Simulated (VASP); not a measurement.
# Te (P3_121) in VASP: notebook, part 2 of 2

VASP 6.6.1. Earlier steps stand in the parts before.

## 4. Single point, r2SCAN

File POSCAR:

```
Te
1.0
    4.6324895870      0.0000000000      0.0000000000
   -2.3162447935      4.0118536651      0.0000000000
    0.0000000000      0.0000000000      5.8869033494
Te
3
Direct
    0.2535874851      0.0000000000      0.3333333333
    1.0000000000      0.2535874851      0.6666666667
    0.7464125149      0.7464125149      0.0000000000
```

File INCAR.step1:

```
SYSTEM = Te
PREC = Accurate ; ENCUT = 550
ISMEAR = 1 ; SIGMA = 1.0
LREAL = .False. ; LASPH = .True.
NELM = 120 ; NBANDS = 16
GGA = PE ; ALGO = Normal
EDIFF = 1E-5 ; LWAVE = .True.
LCHARG = .False. ; GGA_COMPAT = .False.
```

File INCAR.step2:

```
SYSTEM = Te
PREC = Accurate ; ENCUT = 550
EDIFF = 1E-6 ; ISMEAR = 1
SIGMA = 1.0 ; LREAL = .False.
LASPH = .True. ; NELM = 120
ALGO = Normal ; ISIF = 2
LWAVE = .False. ; LCHARG = .False.
METAGGA = R2SCAN ; LMIXTAU = .True.
NBANDS = 16 ; ISTART = 1
GGA_COMPAT = .False.
```

File KPOINTS:

```
regular mesh
0
Gamma
  8 8 6
  0 0 0
```

Potentials or basis: VASP PAW PBE potentials, release 64 (Te).

On the command line:

```
$ cat potpaw_PBE.64/Te/POTCAR > POTCAR
$ cp INCAR.step1 INCAR
$ mpirun -np 1 vasp_std > vasp.out
$ cp INCAR.step2 INCAR
$ mpirun -np 1 vasp_std > vasp.out
```

OUTCAR:

```text
SYSTEM = Te
   PREC = Accurate
   ENCUT = 550
   EDIFF = 1E-6
   ISMEAR = 1
   LREAL = .False.
   LASPH = .True.
   NELM = 120
   ISIF = 2
   METAGGA = R2SCAN
   ISTART = 1

 ion  position               nearest neighbor table
   1  0.254  0.000  0.333-   3 2.83   2 2.83   3 3.62   3 3.62   2 3.62   2 3.62
   2  0.000  0.254  0.667-   3 2.83   1 2.83   3 3.62   3 3.62   1 3.62   1 3.62
   3  0.746  0.746  0.000-   2 2.83   1 2.83   1 3.62   2 3.62   2 3.62   1 3.62

  LATTYP: Found a hexagonal cell.
 ALAT       =     4.6324895870
 C/A-ratio  =     1.2707860944

  Lattice vectors:

 A1 = (   4.6324895870,   0.0000000000,   0.0000000000)
 A2 = (  -2.3162447935,   4.0118536651,   0.0000000000)
 A3 = (   0.0000000000,   0.0000000000,   5.8869033494)

Analysis of symmetry for initial positions (statically):
=====================================================================
 Subroutine PRICEL returns:
 Original cell was already a primitive cell.

 Routine SETGRP: Setting up the symmetry group for a
 hexagonal supercell.

 Subroutine GETGRP returns: Found  6 space group operations
 (whereof  2 operations were pure point group operations)
 out of a pool of 24 trial point group operations.

The static configuration has the point symmetry C_2 .
 The point group associated with its full space group is D_3 .

Analysis of symmetry for dynamics (positions and initial velocities):
=====================================================================
 Subroutine PRICEL returns:
 Original cell was already a primitive cell.

 Routine SETGRP: Setting up the symmetry group for a
 hexagonal supercell.

 Subroutine GETGRP returns: Found  6 space group operations
 (whereof  2 operations were pure point group operations)
 out of a pool of 24 trial point group operations.

The dynamic configuration has the point symmetry C_2 .
 The point group associated with its full space group is D_3 .

 Subroutine INISYM returns: Found  6 space group operations
[... 119 lines left out ...]
     AMIX_MAG =   1.60;   BMIX_MAG =  1.00
  volume/ion in A,a.u.               =      36.47       246.11
  Fermi-wavevector in a.u.,A,eV,Ry     =   0.897050  1.695179 10.948601  0.804699
  Thomas-Fermi vector in A             =   2.019586
   LORBIT       =      0    0 simple, 1 ext, 2 COOP (PROOUT), +10 PAW based schemes
   METAGGA = R2SCAN    functional components
   LHFCALC =     F    Hartree Fock is set to
   AEXX    =    0.0000 exact exchange contribution
   IVDW    =     0    specifies the selected vdW correction
   LEPSILON=     F    determine dielectric tensor
   LRPA    =     F    only Hartree local field effects (RPA)
 non-spin polarized calculation
 Methfessel and Paxton  Order N= 1 SIGMA  =   1.00
  energy-cutoff  :      550.00
  volume of cell :      109.41
 maximum number of plane-waves:      3250
 NGX is ok and might be reduce to    36
   NGX = 17   NGY = 17   NGZ = 23

 number of electron      17.9999999 magnetization

 Free energy of the ion-electron system (eV)
  ---------------------------------------------------
  ext. energy  EPLUGINS =         0.00000000
  ---------------------------------------------------
  free energy    TOTEN  =       -76.12198942 eV

  energy without entropy =      -76.45589687  energy(sigma->0) =      -76.23329190

 E-fermi :   5.2526     XC(G=0):  -9.1246

 val. band max:        4.9106901219   @ k =   0.3750   0.2500   0.5000
 cond. band min:       5.6894123165   @ k =   0.0000   0.0000   0.5000
 fundamental gap:      0.7787221946
 Fermi energy:         5.2526268543

 k-point     1 :       0.0000    0.0000    0.0000
  band No.  band energies     occupation
      1      -8.9593      2.00000
      2      -5.5388      2.00000
      3      -5.5388      2.00000
      4       1.6801      2.00001
      5       1.9027      2.00002
      6       1.9027      2.00002
[... 433 lines left out ...]
      3      -5.2975      2.00000
      4       0.0410      2.00000
      5       0.5240      2.00000
      6       1.6272      2.00000
[... 8 lines left out ...]
     15      12.8214     -0.00000
     16      13.3299     -0.00000

 [... further k-points ...]

------------------------ aborting loop because EDIFF is reached ----------------------------------------

  FORCE on cell =-STRESS in cart. coord.  units (eV):
  Direction    XX          YY          ZZ          XY          YZ          ZX
  --------------------------------------------------------------------------------------
  -------------------------------------------------------------------------------------
  Total       -0.2182726     -0.2182726     -0.2131626      0.0000000     -0.0000000      0.0000000
  in kB       -3.1964162     -3.1964162     -3.1215854      0.0000000     -0.0000000      0.0000000
  external PRESSURE =      -3.1714726 kB  Pullay stress =       0.0000000 kB

 VOLUME and BASIS-vectors are now :
 -----------------------------------------------------------------------------
  energy-cutoff  :      550.00
  volume of cell :      109.41
      direct lattice vectors                 reciprocal lattice vectors
     4.632489587  0.000000000  0.000000000     0.215866648  0.124630667  0.000000000
    -2.316244794  4.011853665  0.000000000     0.000000000  0.249261335  0.000000000
     0.000000000  0.000000000  5.886903349     0.000000000  0.000000000  0.169868595

 POSITION                                       TOTAL-FORCE (eV/Angst)
 -----------------------------------------------------------------------------------
      1.17474      0.00000      1.96230        -0.042894      0.000000      0.000000
     -0.58737      1.01736      3.92460         0.021447     -0.037148     -0.000000
      1.72887      2.99450      0.00000         0.021447      0.037148      0.000000
 -----------------------------------------------------------------------------------
    total drift:                               -0.000000     -0.000000      0.000000

  FREE ENERGIE OF THE ION-ELECTRON SYSTEM (eV)
  ---------------------------------------------------
  free  energy   TOTEN  =       -76.1219894199 eV

  energy  without entropy=      -76.4558968657  energy(sigma->0) =      -76.23329190
```

It took 4.6 min on 1 thread of AMD EPYC 9R45 (Zen 5), shared host; peak memory 0.26 GiB.

What came out:

```
Free energy            : -76.1220 eV
Pressure               : -0.3 GPa
Largest force          : 0.043 eV/Å
Band gap on the k mesh : 0.78 eV
```

Forces in eV/Å, atoms in the order of the input:
```
Te  -0.043  0.000  0.000
Te   0.021 -0.037  0.000
Te   0.021  0.037  0.000
```

Caveat: the PAW data sets were made with another functional, which shifts forces and pressure a little; spin-orbit coupling is left out, which moves the levels of the heavy elements.

## 5. Overview

| smearing | gap on the mesh (eV) | pressure (GPa) | largest force (eV/Å) |
| --- | --- | --- | --- |
| methfessel-paxton 0.3 eV | 0.78 | 0.0 | 0.02 |
| methfessel-paxton 0.6 eV | 0.78 | 0.0 | - |
| methfessel-paxton 1 eV | 0.78 | -0.3 | 0.04 |

Alike in all rows: task single point; level r2SCAN; potentials or basis VASP PAW PBE potentials, release 64 (Te); no spin polarisation; cell as given; k mesh 8 × 8 × 6; cutoff (eV) 550.

Caveats: the PAW data sets were made with another functional, which shifts forces and pressure a little; spin-orbit coupling is left out, which moves the levels of the heavy elements.

Total energies depend on the potentials used, so only differences within one code and one set of settings carry meaning.
